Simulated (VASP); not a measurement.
The system is CeO2.

```
Ce O
1.0
     0.00000    2.71865    2.71865
     2.71865    0.00000    2.71865
     2.71865    2.71865    0.00000
Ce O
1 2
Direct
  0.00000 0.00000 0.00000
  0.25000 0.25000 0.25000
  0.75000 0.75000 0.75000
```

Base run:

| Property | Result |
| --- | --- |
| Program | VASP 6.6.1 |
| Functional | PBE |
| Potentials or basis | VASP PAW PBE potentials, release 64 (Ce, O) |
| Cutoff | 600 eV |
| k mesh | 8 × 8 × 8 |
| Occupations | fermi-dirac, width 0.02 eV |
| Spin | no spin polarisation |

Its results: band gap on the k mesh 1.91 eV (least direct gap 2.01 eV); pressure 2.6 GPa.

Problem. The run is repeated on the same cell with these changes: functional from PBE to r2SCAN; cutoff from 600 eV to 800 eV; occupations from fermi-dirac, width 0.02 eV to gaussian, width 0.01 eV. What comes out?

Solution. Band gap on the k mesh 2.16 eV (least direct gap 2.29 eV); pressure 0.0 GPa.

Caveats: spin-orbit coupling is left out, which moves the levels of the heavy elements; the PAW data sets were made with another functional, which shifts forces and pressure a little (at least some runs).

A k mesh can miss the band edges.
